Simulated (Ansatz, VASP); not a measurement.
**CoO in VASP and in Ansatz**

```xyz
2
Lattice="0.0000 2.1598 2.1598 2.1598 0.0000 2.1598 2.1598 2.1598 0.0000" Properties=species:S:1:pos:R:3 pbc="T T T"
Co    0.0000    0.0000    0.0000
O     1.0799    1.0799    1.0799
```

Alike in both runs: functional r2SCAN; k mesh 14 × 14 × 14; occupations gaussian, width 0.02 eV; no spin polarisation.

Ansatz relaxed the structure, and its values are those at the end. VASP's run is a single point on that final structure, the one shown.

|  | VASP | Ansatz |
| --- | --- | --- |
| version | VASP 6.6.1 | Ansatz 0.2.0 |
| potentials or method | VASP PAW PBE potentials, release 64 (Co, O), cutoff 520 eV | scalar-relativistic, plane waves, PAW |
| valence electrons in the cell | 15 | 23 |

```tsv
	VASP	Ansatz	Ansatz less VASP
gap on the k mesh at the Fermi level (eV)	none	none	-
pressure (GPa)	0.6	0.0	-0.58
```

VASP's potentials were made for PBE, not for r2SCAN. A gap of «none» marks a metal or a gap that the smearing closes. VASP's potentials hold 15 valence electrons a cell and Ansatz's 23, so a difference there can come from the potentials and not from the codes.
